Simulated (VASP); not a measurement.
HgTe, 2 atoms in the cell. It takes space group F-43m (No. 216, cubic). Conventional cell: a = 6.429 Å, b = 6.429 Å, c = 6.429 Å, α = 90.00°, β = 90.00°, γ = 90.00°. Hg (site symmetry -43m) has 4 Te at 2.78 Å within 3.7 Å. Te (site symmetry -43m) has 4 Hg at 2.78 Å within 3.7 Å. 

- Program: VASP 6.6.1
- Task: single point
- Functional: PBE
- Potentials or basis: VASP PAW PBE potentials, release 64 (Hg, Te)
- Cutoff: 500 eV
- k mesh: 6 × 6 × 6
- Occupations: fermi-dirac, width 0.03 eV
- Spin: no spin polarisation
- Dipole correction: no
- Further INCAR settings: ALGO = Normal; EDIFF = 1e-06; NBANDS = 16

Potentials or basis: VASP PAW PBE potentials, release 64 (Hg, Te).

Launch:

```sh
$ cat potpaw_PBE.64/Hg/POTCAR potpaw_PBE.64/Te/POTCAR > POTCAR
$ mpirun -np 1 vasp_std > vasp.out
```

Hardware: 1 thread of AMD EPYC 7R43 64-Core Processor (Zen 3), on a shared host.

Question: Estimate the wall time of this run.

Answer: Run time: 19 s on 1 thread of AMD EPYC 7R43 64-Core Processor (Zen 3), with other jobs on the host, peak memory 0.17 GiB. Counts: scf iterations 13, k points 16.
